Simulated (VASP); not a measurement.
# MnS (F-43m) in VASP: a series of runs, part 2 of 2

VASP 6.6.1. The steps go on from the part before.

## 5. Single point, RPBE, collinear spin, ferromagnetic start

This run uses another cell than the first one, of 15.85 Å³/atom, 1.047 times its volume.

File INCAR:

```
PREC = Accurate ; ENCUT = 500
EDIFF = 1E-6 ; ISMEAR = -1
SIGMA = 0.05 ; LREAL = F
LASPH = T ; NELM = 200
ALGO = Normal ; ISIF = 2
LWAVE = F ; LCHARG = F
ISPIN = 2 ; MAGMOM = 4 0
LORBIT = 11 ; LMAXMIX = 4
GGA = RP ; NBANDS = 20
GGA_COMPAT = F
```

File KPOINTS:

```
regular mesh
0
Gamma
  9 9 9
```

File POSCAR:

```
MnS
1.0
    0.0000000000      2.5120169099      2.5120169099
    2.5120169099      0.0000000000      2.5120169099
    2.5120169099      2.5120169099      0.0000000000
Mn S
1 1
Direct
    0.0000000000      0.0000000000      0.0000000000
    0.7500000000      0.7500000000      0.7500000000
```

Potentials or basis: VASP PAW PBE potentials, release 64 (Mn_pv, S).

Run with:

```
$ cat potpaw_PBE.64/Mn_pv/POTCAR potpaw_PBE.64/S/POTCAR > POTCAR
$ mpirun -np 1 vasp_std > vasp.out
```

OUTCAR:

```text
PREC = Accurate
   ENCUT = 500
   EDIFF = 1E-6
   ISMEAR = -1
   LREAL = F
   LASPH = T
   NELM = 200
   ISIF = 2
   ISPIN = 2
   LORBIT = 11
   GGA = RP

 ion  position               nearest neighbor table
   1  0.000  0.000  0.000-   2 2.18   2 2.18   2 2.18   2 2.18
   2  0.750  0.750  0.750-   1 2.18   1 2.18   1 2.18   1 2.18

  LATTYP: Found a face centered cubic cell.
 ALAT       =     5.0240338198

  Lattice vectors:

 A1 = (   0.0000000000,   2.5120169099,   2.5120169099)
 A2 = (   2.5120169099,   0.0000000000,   2.5120169099)
 A3 = (   2.5120169099,   2.5120169099,   0.0000000000)

Analysis of symmetry for initial positions (statically):
=====================================================================
 Subroutine PRICEL returns:
 Original cell was already a primitive cell.

 Routine SETGRP: Setting up the symmetry group for a
 face centered cubic supercell.

 Subroutine GETGRP returns: Found 24 space group operations
 (whereof 24 operations were pure point group operations)
 out of a pool of 48 trial point group operations.

The static configuration has the point symmetry T_d .

Analysis of symmetry for dynamics (positions and initial velocities):
=====================================================================
 Subroutine PRICEL returns:
 Original cell was already a primitive cell.

 Routine SETGRP: Setting up the symmetry group for a
 face centered cubic supercell.

 Subroutine GETGRP returns: Found 24 space group operations
 (whereof 24 operations were pure point group operations)
 out of a pool of 48 trial point group operations.

The dynamic configuration has the point symmetry T_d .

Analysis of structural, dynamic, and magnetic symmetry:
=====================================================================
 Subroutine PRICEL returns:
 Original cell was already a primitive cell.

 Routine SETGRP: Setting up the symmetry group for a
 face centered cubic supercell.

[... 146 lines left out ...]
  ext. energy  EPLUGINS =         0.00000000
  ---------------------------------------------------
  free energy    TOTEN  =       -12.71812597 eV

  energy without entropy =      -12.69586723  energy(sigma->0) =      -12.70699660

 E-fermi :   7.4101     XC(G=0): -10.8716

 val. band max:        7.4100241346   @ k =  -0.3333   0.4444   0.2222
 cond. band min:       7.4416956496   @ k =   0.1111   0.1111   0.0000
 fundamental gap:      0.0316715150
 Fermi energy:         7.4101242017

 spin component 1

 k-point     1 :       0.0000    0.0000    0.0000
  band No.  band energies     occupation
      1     -41.8512      1.00000
      2     -41.8512      1.00000
      3     -41.8512      1.00000
      4      -8.0163      1.00000
      5       2.1622      1.00000
      6       2.1622      1.00000
[... 541 lines left out ...]
     19      23.6298      0.00000
     20      23.6298      0.00000

 [... further k-points ...]

 spin component 2

 k-point     1 :       0.0000    0.0000    0.0000
  band No.  band energies     occupation
      1     -39.6488      1.00000
      2     -39.6488      1.00000
      3     -39.6488      1.00000
      4      -7.9747      1.00000
      5       2.7902      1.00000
      6       2.7902      1.00000
[... 541 lines left out ...]
     19      23.8884      0.00000
     20      23.8884      0.00000

 [... further k-points ...]

------------------------ aborting loop because EDIFF is reached ----------------------------------------

  FORCE on cell =-STRESS in cart. coord.  units (eV):
  Direction    XX          YY          ZZ          XY          YZ          ZX
  --------------------------------------------------------------------------------------
  -------------------------------------------------------------------------------------
  Total        2.0182540      2.0182540      2.0182540      0.0000000      0.0000000     -0.0000000
  in kB      101.9973152    101.9973152    101.9973152      0.0000000      0.0000000     -0.0000000
  external PRESSURE =     101.9973152 kB  Pullay stress =       0.0000000 kB

 VOLUME and BASIS-vectors are now :
 -----------------------------------------------------------------------------
  energy-cutoff  :      500.00
  volume of cell :       31.70
      direct lattice vectors                 reciprocal lattice vectors
     0.000000000  2.512016910  2.512016910    -0.199043246  0.199043246  0.199043246
     2.512016910  0.000000000  2.512016910     0.199043246 -0.199043246  0.199043246
     2.512016910  2.512016910  0.000000000     0.199043246  0.199043246 -0.199043246

 POSITION                                       TOTAL-FORCE (eV/Angst)
 -----------------------------------------------------------------------------------
      0.00000      0.00000      0.00000        -0.000000      0.000000     -0.000000
      3.76803      3.76803      3.76803         0.000000     -0.000000      0.000000
 -----------------------------------------------------------------------------------
    total drift:                               -0.000001     -0.000001     -0.000001

  FREE ENERGIE OF THE ION-ELECTRON SYSTEM (eV)
  ---------------------------------------------------
  free  energy   TOTEN  =       -12.7181259675 eV

  energy  without entropy=      -12.6958672301  energy(sigma->0) =      -12.70699660

 total charge

# of ion       s       p       d       tot
------------------------------------------
    1        0.336   6.312   5.241  11.889
    2        1.328   2.448   0.000   3.776
--------------------------------------------------
tot          1.664   8.760   5.241  15.665

 magnetization (x)

# of ion       s       p       d       tot
------------------------------------------
    1        0.033   0.034   2.024   2.091
    2       -0.000  -0.066   0.000  -0.066
--------------------------------------------------
tot          0.032  -0.031   2.024   2.025
```

OSZICAR:

```text
N       E                     dE             d eps       ncg     rms          rms(c)
DAV:   1     0.161151070578E+03    0.16115E+03   -0.98847E+03  2800   0.984E+02
DAV:   2    -0.572872147747E+01   -0.16688E+03   -0.15787E+03  2936   0.295E+02
DAV:   3    -0.137852110550E+02   -0.80565E+01   -0.79592E+01  3216   0.697E+01
[... 12 lines left out ...]
DAV: 179    -0.127181013767E+02   -0.39760E-03   -0.33359E-04  3120   0.180E-01    0.990E-02
DAV: 180    -0.127182305856E+02   -0.12921E-03   -0.70311E-05  3288   0.610E-02    0.999E-02
DAV: 181    -0.127178180372E+02    0.41255E-03   -0.32413E-04  2980   0.185E-01    0.995E-02
DAV: 182    -0.127180698139E+02   -0.25178E-03   -0.10618E-04  2932   0.111E-01    0.966E-02
DAV: 183    -0.127181253189E+02   -0.55505E-04   -0.93275E-06  3104   0.271E-02    0.969E-02
DAV: 184    -0.127181259675E+02   -0.64853E-06   -0.75513E-07  1568   0.637E-03
   1 F= -.12718126E+02 E0= -.12706997E+02  d E =-.222587E-01  mag=     2.1348
```

Wall time 4.4 min (1 thread of Intel Xeon 6975P-C (Granite Rapids), shared host); peak memory 0.19 GiB.

Results:

```
Free energy                                           : -12.7181 eV
Pressure                                              : 10.2 GPa
Net moment                                            : 2.15 μB per cell
Site moments                                          : Mn +2.09; S -0.07 μB
Valence electrons inside the program's atomic spheres : Mn 11.89; S 3.78
```

Caveat: the PAW data sets were made with another functional, which shifts forces and pressure a little; a cell with one magnetic atom can't hold antiferromagnetic order, which such compounds often take; semilocal functionals often make such compounds metallic where correlation or magnetic order opens a gap, which also shifts bond lengths. With open d or f shells a metallic result of RPBE can be an artefact of self-interaction; +U or a hybrid may open a gap.

## 6. Relaxation of cell and atoms, RPBE, collinear spin, ferromagnetic start

File INCAR:

```
SYSTEM = MnS
ALGO = Normal
EDIFF = 1E-7
EDIFFG = -0.005
ENCUT = 500
GGA = RP
GGA_COMPAT = .False.
IBRION = 2
ISIF = 3
ISMEAR = -1
ISPIN = 2
LASPH = .True.
LCHARG = .False.
LMAXMIX = 4
LORBIT = 11
LREAL = .False.
LWAVE = .False.
MAGMOM = 4 0
NELM = 200
NELMIN = 4
NSW = 80
PREC = Accurate
SIGMA = 0.05
```

File KPOINTS:

```
k-points
0
Gamma
  9 9 9
  0 0 0
```

File POSCAR:

```
MnS
1.0
    0.0000000000      2.4734634191      2.4734634191
    2.4734634191      0.0000000000      2.4734634191
    2.4734634191      2.4734634191      0.0000000000
Mn S
1 1
Direct
    0.0000000000      0.0000000000      0.0000000000
    0.7500000000      0.7500000000      0.7500000000
```

Potentials or basis: VASP PAW PBE potentials, release 64 (Mn_pv, S).

Run with:

```
$ cat potpaw_PBE.64/Mn_pv/POTCAR potpaw_PBE.64/S/POTCAR > POTCAR
$ mpirun -np 1 vasp_std > vasp.out
```

Wall time 59 s (1 thread of Intel Xeon 6975P-C (Granite Rapids), shared host); peak memory 0.19 GiB.

It converged, with:

```yaml
Free_energy: -12.7901 eV
Relaxed_volume: 15.83 Å³/atom
Relaxed_cell: a = 3.551 Å, b = 3.551 Å, c = 3.551 Å, α = 60.00°, β = 60.00°, γ = 60.00°
Space_group_after_relaxing_to_0.05_Å: F-43m (No. 216)
Energy_gained_by_relaxing: 12.8 meV/atom
Ionic_steps: 3
Pressure_after_relaxing: 0.0 GPa
Net_moment: 0.25 μB per cell
Site_moments: Mn +0.24; S -0.01 μB
Valence_electrons_inside_the_program's_atomic_spheres: Mn 11.93; S 3.74
```

The path:
```csv
step,energy change (eV),largest force (eV/Å),pressure (GPa),volume (Å³)
1,0.0000,0.0000,6.15,30.27
2,-0.0086,0.0000,-4.29,32.88
3,-0.0256,0.0000,-0.03,31.66
```

Final structure:
```xyz
2
Lattice="0.0000 2.5110 2.5110 2.5110 0.0000 2.5110 2.5110 2.5110 0.0000" Properties=species:S:1:pos:R:3 pbc="T T T"
Mn    0.0000    0.0000    0.0000
S     3.7664    3.7664    3.7664
```

Levels at points of the mesh, in eV from the Fermi level:
Spin up:
```tsv
k point	band 7	band 8	band 9	band 10	band 11	band 12	band 13	band 14
(0.00, 0.00, 0.00)	-4.60	-0.89	-0.89	3.38	3.38	3.38	3.57	7.73
```
Spin down:
| k point | band 7 | band 8 | band 9 | band 10 | band 11 | band 12 |
| --- | --- | --- | --- | --- | --- | --- |
| (0.00, 0.00, 0.00) | -4.55 | -0.59 | -0.59 | 3.47 | 3.47 | 3.47 |

Caveat: the PAW data sets were made with another functional, which shifts forces and pressure a little; the moment fell far below its start of 4 μB, so a state of higher moment may lie lower in energy; semilocal functionals often make such compounds metallic where correlation or magnetic order opens a gap, which also shifts bond lengths. With open d or f shells a metallic result of RPBE can be an artefact of self-interaction; +U or a hybrid may open a gap.

## 7. The runs side by side

```tsv
task	level	cell	cutoff (eV)	gap on the mesh (eV)	pressure (GPa)	moment (μB)	relaxed volume (Å³/atom)
relaxation of cell and atoms	PBEsol	relaxed from a = 3.498 Å, angles 60.0°, 2 atoms	600	none	0.0	0.21	14.84
single point	revPBE+D3(BJ)	a = 3.456 Å, angles 60.0°, 2 atoms	500	none	-0.2	0.18	-
single point	revPBE+D4	a = 3.462 Å, angles 60.0°, 2 atoms	500	none	-0.2	0.18	-
single point	RPBE	a = 3.553 Å, angles 60.0°, 2 atoms	500	none	10.2	2.15	-
relaxation of cell and atoms	RPBE	relaxed from a = 3.498 Å, angles 60.0°, 2 atoms	500	none	0.0	0.25	15.83
```

Alike in all rows: potentials or basis VASP PAW PBE potentials, release 64 (Mn_pv, S); spin collinear, ferromagnetic start; k mesh 9 × 9 × 9; smearing fermi-dirac 0.05 eV.

Caveats: the PAW data sets were made with another functional, which shifts forces and pressure a little; semilocal functionals often make such compounds metallic where correlation or magnetic order opens a gap, which also shifts bond lengths; the moment fell far below its start of 4 μB, so a state of higher moment may lie lower in energy (some runs); pairwise dispersion overbinds metals, which lowers pressure and volume (some runs); a cell with one magnetic atom can't hold antiferromagnetic order, which such compounds often take (some runs).

Absolute energies hang on the potentials; compare differences alone.
